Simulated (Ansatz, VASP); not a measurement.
## Two plane-wave programs on BeTe

File POSCAR:

```
BeTe
1.0
    0.0000000000      2.7700000000      2.7700000000
    2.7700000000      0.0000000000      2.7700000000
    2.7700000000      2.7700000000      0.0000000000
Be Te
1 1
Direct
    0.0000000000      0.0000000000      0.0000000000
    0.2500000000      0.2500000000      0.2500000000
```

The input INCAR.step1:

```
SYSTEM = BeTe
ALGO     = Normal         ! electronic algorithm
EDIFF    = 1E-4           ! SCF threshold, eV
ENCUT    = 600            ! plane-wave cutoff, eV
GGA      = PE             ! functional
ISMEAR   = -1             ! smearing method
LASPH    = .True.         ! aspherical terms in the spheres
LCHARG   = .False.        ! write CHGCAR
LREAL    = .False.        ! projectors in reciprocal space
LWAVE    = .True.         ! write WAVECAR
NELM     = 80             ! most SCF steps
PREC     = Accurate       ! precision mode
SIGMA    = 0.02           ! smearing width, eV
```

INCAR.step2

```
SYSTEM = BeTe
ALGO     = Normal         ! electronic algorithm
EDIFF    = 1E-6           ! SCF threshold, eV
EDIFFG   = -0.01          ! ionic threshold
ENCUT    = 600            ! plane-wave cutoff, eV
IBRION   = 2              ! ionic algorithm
ISIF     = 3              ! what is computed and relaxed
ISMEAR   = -1             ! smearing method
ISTART   = 1            
LASPH    = .True.         ! aspherical terms in the spheres
LCHARG   = .False.        ! write CHGCAR
LMIXTAU  = .True.       
LREAL    = .False.        ! projectors in reciprocal space
LWAVE    = .False.        ! write WAVECAR
METAGGA  = R2SCAN         ! meta-GGA
NELM     = 80             ! most SCF steps
NSW      = 80             ! ionic steps
PREC     = Accurate       ! precision mode
SIGMA    = 0.02           ! smearing width, eV
```

File KPOINTS:

```
k-points
0
Gamma
  8 8 8
  0 0 0
```

Input for Ansatz:

```yaml
crystal:
  lattice:
    - [0.0, 2.77, 2.77]
    - [2.77, 0.0, 2.77]
    - [2.77, 2.77, 0.0]
  atoms:
    - { symbol: Be, position: [0.0, 0.0, 0.0] }
    - { symbol: Te, position: [0.25, 0.25, 0.25] }
  symmetry: { tolerance: 0.0003 }
hamiltonian:
  xc: r2scan
  pseudopotentials: { kind: paw, azcp: { folder: soft_1 } }
basis:
  ecutwfc: 500
magnetization:
  spin_polarized: false
scf:
  occupations: { method: fermi_dirac, width: 0.02 }
kpoints:
  mp_grid: { grid: [8, 8, 8], shift: [0, 0, 0] }
output:
  forces: true
  stress: true
  eigenvalues: true
relax:
  max_steps: 60
  cell: {}
```

Alike in both runs: task relaxation of cell and atoms; functional r2SCAN; k mesh 8 × 8 × 8; occupations fermi-dirac, width 0.02 eV; no spin polarisation.

|  | VASP | Ansatz |
| --- | --- | --- |
| version | VASP 6.6.1 | Ansatz 0.2.0 |
| potentials or method | VASP PAW PBE potentials, release 64 (Be, Te), cutoff 600 eV | PAW plane waves |
| valence electrons in the cell | 8 | 18 |

Ansatz gave:

* gap on the k mesh at the Fermi level, each at its own relaxed structure (eV): 2.38
* relaxed volume (Å³/atom): 22.63
* relaxed cell length with the largest relative difference (Å): 4.000

Q: Estimate VASP's values.

A: gap on the k mesh at the Fermi level, each at its own relaxed structure (eV): 2.37; relaxed volume (Å³/atom): 22.69; relaxed cell length with the largest relative difference (Å): 4.004.

VASP's potentials were made for PBE, not for r2SCAN. VASP's potentials hold 8 valence electrons a cell and Ansatz's 18, so a difference there can come from the potentials and not from the codes.

Spin-orbit coupling is off throughout.
